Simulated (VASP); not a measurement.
# ZnO (P6_3mc) in VASP: notebook

The runs below take ZnO through single point, relaxation of cell and atoms, with PBE.

Program: VASP 6.6.1. These are calculated values, not measurements. Logs are shortened: lines on timing, memory, paths and dates and some standing lists are left out, and cuts for length are marked.

**The experiment to reproduce.**

From “Electronic structure of alkaline earth and post-transition metal oxides”, 2009, arxiv:0908.1581, for a bulk crystal of ZnO: band gap 3.37 eV.

The results are compared with them further down.

## 1. The cell of the first run

Symmetry: P6_3mc, No. 186, hexagonal system. Conventional cell: a = 3.279 Å, b = 3.279 Å, c = 5.293 Å, α = 90.00°, β = 90.00°, γ = 120.00°. Zn (site symmetry 3m) has 4 O at 2.00 to 2.01 Å within 2.6 Å. O (site symmetry 3m) has 4 Zn at 2.00 to 2.01 Å within 2.6 Å.

## 2. Single point, PBE

INCAR reads:

```
PREC = Accurate
ENCUT = 600
EDIFF = 1E-6
ISMEAR = 0
SIGMA = 0.05
LREAL = F
LASPH = T
NELM = 120
ALGO = Normal
ISIF = 2
LWAVE = F
LCHARG = F
GGA = PE
NBANDS = 26
GGA_COMPAT = F
```

KPOINTS reads:

```
regular mesh
0
Gamma
  12 12 8
```

POSCAR reads:

```
ZnO
1.0
    3.2794401058      0.0000000000      0.0000000000
   -1.6397200529      2.8400784418      0.0000000000
    0.0000000000      0.0000000000      5.2934578093
Zn O
2 2
Direct
    0.3333333333      0.6666666667      0.0015089681
    0.6666666667      0.3333333333      0.5015089681
    0.3333333333      0.6666666667      0.3805910319
    0.6666666667      0.3333333333      0.8805910319
```

Potentials or basis: VASP PAW PBE potentials, release 64 (Zn, O).

On the command line:

```bash
$ cat potpaw_PBE.64/Zn/POTCAR potpaw_PBE.64/O/POTCAR > POTCAR
$ mpirun -np 1 vasp_std > vasp.out
```

OUTCAR:

```text
PREC = Accurate
   ENCUT = 600
   EDIFF = 1E-6
   ISMEAR = 0
   LREAL = F
   LASPH = T
   NELM = 120
   ISIF = 2
   GGA = PE

 ion  position               nearest neighbor table
   1  0.333  0.667  0.002-   4 2.00   4 2.00   4 2.00   3 2.01
   2  0.667  0.333  0.502-   3 2.00   3 2.00   3 2.00   4 2.01
   3  0.333  0.667  0.381-   2 2.00   2 2.00   2 2.00   1 2.01
   4  0.667  0.333  0.881-   1 2.00   1 2.00   1 2.00   2 2.01

  LATTYP: Found a hexagonal cell.
 ALAT       =     3.2794401058
 C/A-ratio  =     1.6141346201

  Lattice vectors:

 A1 = (   3.2794401058,   0.0000000000,   0.0000000000)
 A2 = (  -1.6397200529,   2.8400784418,   0.0000000000)
 A3 = (   0.0000000000,   0.0000000000,   5.2934578093)

Analysis of symmetry for initial positions (statically):
=====================================================================
 Subroutine PRICEL returns:
 Original cell was already a primitive cell.

 Routine SETGRP: Setting up the symmetry group for a
 hexagonal supercell.

 Subroutine GETGRP returns: Found 12 space group operations
 (whereof  6 operations were pure point group operations)
 out of a pool of 24 trial point group operations.

The static configuration has the point symmetry C_3v.
 The point group associated with its full space group is C_6v.

Analysis of symmetry for dynamics (positions and initial velocities):
=====================================================================
 Subroutine PRICEL returns:
 Original cell was already a primitive cell.

 Routine SETGRP: Setting up the symmetry group for a
 hexagonal supercell.

 Subroutine GETGRP returns: Found 12 space group operations
 (whereof  6 operations were pure point group operations)
 out of a pool of 24 trial point group operations.

The dynamic configuration has the point symmetry C_3v.
 The point group associated with its full space group is C_6v.

 Subroutine INISYM returns: Found 12 space group operations
 (whereof  6 operations are pure point group operations),
 and found     1 'primitive' translations

----------------------------------------------------------------------------------------

                                     Primitive cell

  volume of cell :      49.3026

  direct lattice vectors                    reciprocal lattice vectors
     3.279440106  0.000000000  0.000000000     0.304930100  0.176051475  0.000000000
    -1.639720053  2.840078442  0.000000000     0.000000000  0.352102951  0.000000000
     0.000000000  0.000000000  5.293457809     0.000000000  0.000000000  0.188912434

  length of vectors
     3.279440106  3.279440106  5.293457809     0.352102951  0.352102951  0.188912434

  position of ions in fractional coordinates (direct lattice)
     0.333333333  0.666666667  0.001508968
     0.666666667  0.333333333  0.501508968
     0.333333333  0.666666667  0.380591032
     0.666666667  0.333333333  0.880591032

  ion indices of the primitive-cell ions
   primitive index   ion index
                 1           1
                 2           2
                 3           3
                 4           4

----------------------------------------------------------------------------------------

 KPOINTS: regular mesh

Automatic generation of k-mesh.
 Grid dimensions read from file:
 generate k-points for:   12   12    8

 Generating k-lattice:

  Cartesian coordinates                     Fractional coordinates (reciprocal lattice)
     0.025410842  0.014670956  0.000000000     0.083333333  0.000000000  0.000000000
     0.000000000  0.029341913  0.000000000     0.000000000  0.083333333  0.000000000
     0.000000000  0.000000000  0.023614054     0.000000000  0.000000000  0.125000000

  Length of vectors
     0.029341913  0.029341913  0.023614054

  Shift w.r.t. Gamma in fractional coordinates (k-lattice)
     0.000000000  0.000000000  0.000000000

 Subroutine IBZKPT returns following result:
 ===========================================

 Found     95 irreducible k-points:

 Following reciprocal coordinates:
            Coordinates               Weight
  0.000000  0.000000  0.000000      1.000000
  0.083333 -0.000000  0.000000      6.000000
  0.166667 -0.000000  0.000000      6.000000
  0.250000 -0.000000  0.000000      6.000000
  0.333333 -0.000000  0.000000      6.000000
  0.416667 -0.000000  0.000000      6.000000
[... 16 lines left out ...]
  0.250000 -0.000000  0.125000     12.000000
  0.333333 -0.000000  0.125000     12.000000
 [... further k-points ...]
   k-points           NKPTS =     95   k-points in BZ     NKDIM =     95   number of bands    NBANDS=     26
   number of dos      NEDOS =    301   number of ions     NIONS =      4
   total plane-waves  NPLWV =  32928
   dimension x,y,z NGX =    28 NGY =   28 NGZ =   42
   dimension x,y,z NGXF=    56 NGYF=   56 NGZF=   84
   ions per type =               2   2
   NGX,Y,Z   is equivalent  to a cutoff of  14.19, 14.19, 13.19 a.u.
   NGXF,Y,Z  is equivalent  to a cutoff of  28.39, 28.39, 26.38 a.u.
 SYSTEM =  unknown system
   PREC   = accura    normal or accurate (medium, high low for compatibility)
   ISTART =      0    job   : 0-new  1-cont  2-samecut
   ICHARG =      2    charge: 1-file 2-atom 10-const
   ISPIN  =      1    spin polarized calculation?
   LNONCOLLINEAR =      F non collinear calculations
   LSORBIT =      F    spin-orbit coupling
   LASPH  =      T    aspherical Exc in radial PAW
   ENCUT  =  600.0 eV  44.10 Ry    6.64 a.u.   6.55  6.55 10.57*2*pi/ulx,y,z
   NELM   =    120;   NELMIN=  2; NELMDL= -5     # of ELM steps
   EDIFF  = 0.1E-05   stopping-criterion for ELM
   LREAL  =      F    real-space projection
   EDIFFG = 0.1E-04   stopping-criterion for IOM
   NSW    =      0    number of steps for IOM
   IBRION =     -1    ionic relax: 0-MD 1-quasi-New 2-CG
   NFREE  =      0    steps in history (QN), initial steepest desc. (CG)
   ISIF   =      2    stress and relaxation
   ISYM   =      2    0-nonsym 1-usesym 2-fastsym
   POTIM  = 0.5000    time-step for ionic-motion
   TEBEG  =    0.0;   TEEND  =   0.0 temperature during run
   PSTRESS=    0.0 pullay stress
   NELECT =      36.0000    total number of electrons
   NUPDOWN=      -1.0000    fix difference up-down
   EMIN   =  10.00;   EMAX   =-10.00  energy-range for DOS
   EFERMI =   0.00;   METHOD = LEGACY
   ISMEAR =     0;   SIGMA  =   0.05  broadening in eV -4-tet -1-fermi 0-gaus
   EFERMI_NEDOS =   21; number of points for ismear=-14 and -15
   IALGO  =     38    algorithm
   IMIX   =      4    mixing-type and parameters
     AMIX     =   0.40;   BMIX     =  1.00
     AMIX_MAG =   1.60;   BMIX_MAG =  1.00
  volume/ion in A,a.u.               =      12.33        83.18
  Fermi-wavevector in a.u.,A,eV,Ry     =   1.474187  2.785809 29.568542  2.173227
  Thomas-Fermi vector in A             =   2.588989
   LORBIT       =      0    0 simple, 1 ext, 2 COOP (PROOUT), +10 PAW based schemes
   GGA     = PE    functional components
   LHFCALC =     F    Hartree Fock is set to
   AEXX    =    0.0000 exact exchange contribution
   IVDW    =     0    specifies the selected vdW correction
   LEPSILON=     F    determine dielectric tensor
   LRPA    =     F    only Hartree local field effects (RPA)
 non-spin polarized calculation
 Gauss-broadening in eV      SIGMA  =   0.05
  energy-cutoff  :      600.00
  volume of cell :       49.30
 maximum number of plane-waves:      1677
 NGX is ok and might be reduce to    28
   NGX = 13   NGY = 13   NGZ = 21

 number of electron      36.0000012 magnetization

 Free energy of the ion-electron system (eV)
  ---------------------------------------------------
  ext. energy  EPLUGINS =         0.00000000
  ---------------------------------------------------
  free energy    TOTEN  =       -17.86469812 eV

  energy without entropy =      -17.86469812  energy(sigma->0) =      -17.86469812

 E-fermi :   1.1142     XC(G=0): -10.7252

 val. band max:        0.8933743513   @ k =   0.0000   0.0000   0.0000
 cond. band min:       1.6221029690   @ k =   0.0000   0.0000   0.0000
 fundamental gap:      0.7287286177
 Fermi energy:         1.1142449233

 k-point     1 :       0.0000    0.0000    0.0000
  band No.  band energies     occupation
      1     -16.9246      2.00000
      2     -16.2576      2.00000
      3      -4.6432      2.00000
      4      -4.6432      2.00000
      5      -4.6038      2.00000
      6      -4.4887      2.00000
[... 18 lines left out ...]
     25      14.8264      0.00000
     26      14.8264      0.00000

 k-point     2 :       0.0833   -0.0000    0.0000
  band No.  band energies     occupation
      1     -16.8888      2.00000
      2     -16.2415      2.00000
      3      -4.6834      2.00000
      4      -4.6220      2.00000
      5      -4.5794      2.00000
      6      -4.4710      2.00000
[... 18 lines left out ...]
     25      14.7551      0.00000
     26      14.9113      0.00000

 k-point     3 :       0.1667   -0.0000    0.0000
  band No.  band energies     occupation
      1     -16.7880      2.00000
      2     -16.1987      2.00000
      3      -4.7748      2.00000
      4      -4.5663      2.00000
      5      -4.5428      2.00000
      6      -4.4603      2.00000
[... 18 lines left out ...]
     25      14.7251      0.00000
     26      14.9952      0.00000

 k-point     4 :       0.2500   -0.0000    0.0000
  band No.  band energies     occupation
      1     -16.6421      2.00000
      2     -16.1446      2.00000
      3      -4.8660      2.00000
      4      -4.5512      2.00000
      5      -4.4982      2.00000
      6      -4.3745      2.00000
[... 18 lines left out ...]
     25      14.0568      0.00000
     26      14.8596      0.00000

 k-point     5 :       0.3333   -0.0000    0.0000
  band No.  band energies     occupation
      1     -16.4817      2.00000
      2     -16.1000      2.00000
      3      -4.9042      2.00000
      4      -4.5751      2.00000
      5      -4.4429      2.00000
      6      -4.2410      2.00000
[... 18 lines left out ...]
     25      14.1101      0.00000
     26      14.7488      0.00000

 k-point     6 :       0.4167   -0.0000    0.0000
  band No.  band energies     occupation
      1     -16.3464      2.00000
      2     -16.0821      2.00000
      3      -4.8726      2.00000
      4      -4.6001      2.00000
      5      -4.4122      2.00000
      6      -4.0954      2.00000
[... 427 lines left out ...]
 k-point    21 :       0.0833   -0.0000    0.1250
  band No.  band energies     occupation
      1     -16.8652      2.00000
      2     -16.2672      2.00000
      3      -4.6963      2.00000
      4      -4.6180      2.00000
      5      -4.5917      2.00000
      6      -4.5480      2.00000
[... 18 lines left out ...]
     25      14.2801      0.00000
     26      14.7956      0.00000

 k-point    22 :       0.1667   -0.0000    0.1250
  band No.  band energies     occupation
      1     -16.7663      2.00000
      2     -16.2218      2.00000
      3      -4.7908      2.00000
      4      -4.5778      2.00000
      5      -4.5610      2.00000
      6      -4.4902      2.00000
[... 18 lines left out ...]
     25      14.2033      0.00000
     26      14.8789      0.00000

 k-point    23 :       0.2500   -0.0000    0.1250
  band No.  band energies     occupation
      1     -16.6233      2.00000
      2     -16.1635      2.00000
      3      -4.8820      2.00000
      4      -4.5975      2.00000
      5      -4.4905      2.00000
      6      -4.3892      2.00000
[... 18 lines left out ...]
     25      14.0575      0.00000
     26      14.7873      0.00000

 k-point    24 :       0.3333   -0.0000    0.1250
  band No.  band energies     occupation
      1     -16.4668      2.00000
      2     -16.1140      2.00000
      3      -4.9216      2.00000
      4      -4.6244      2.00000
      5      -4.4319      2.00000
      6      -4.2564      2.00000
[... 18 lines left out ...]
     25      14.1183      0.00000
     26      14.7098      0.00000

 [... further k-points ...]

------------------------ aborting loop because EDIFF is reached ----------------------------------------

  FORCE on cell =-STRESS in cart. coord.  units (eV):
  Direction    XX          YY          ZZ          XY          YZ          ZX
  --------------------------------------------------------------------------------------
  -------------------------------------------------------------------------------------
  Total        0.2263437      0.2263437      0.2199772      0.0000000      0.0000000      0.0000000
  in kB        7.3554555      7.3554555      7.1485638      0.0000000      0.0000000      0.0000000
  external PRESSURE =       7.2864916 kB  Pullay stress =       0.0000000 kB

 VOLUME and BASIS-vectors are now :
 -----------------------------------------------------------------------------
  energy-cutoff  :      600.00
  volume of cell :       49.30
      direct lattice vectors                 reciprocal lattice vectors
     3.279440106  0.000000000  0.000000000     0.304930100  0.176051475  0.000000000
    -1.639720053  2.840078442  0.000000000     0.000000000  0.352102951  0.000000000
     0.000000000  0.000000000  5.293457809     0.000000000  0.000000000  0.188912434

 POSITION                                       TOTAL-FORCE (eV/Angst)
 -----------------------------------------------------------------------------------
     -0.00000      1.89339      0.00799         0.000000      0.000000      0.000866
      1.63972      0.94669      2.65472        -0.000000     -0.000000      0.000866
     -0.00000      1.89339      2.01464        -0.000000      0.000000     -0.000866
      1.63972      0.94669      4.66137         0.000000     -0.000000     -0.000866
 -----------------------------------------------------------------------------------
    total drift:                               -0.000000      0.000000     -0.001185

  FREE ENERGIE OF THE ION-ELECTRON SYSTEM (eV)
  ---------------------------------------------------
  free  energy   TOTEN  =       -17.8646981237 eV

  energy  without entropy=      -17.8646981237  energy(sigma->0) =      -17.86469812
```

Wall time 56 s (1 thread of Intel Xeon 6975P-C (Granite Rapids), shared host); peak memory 0.25 GiB.

What came out:

- Free energy: -17.8647 eV
- Pressure: 0.7 GPa
- Band gap on the k mesh: 0.73 eV

(Part 1 of 2 ends here.)
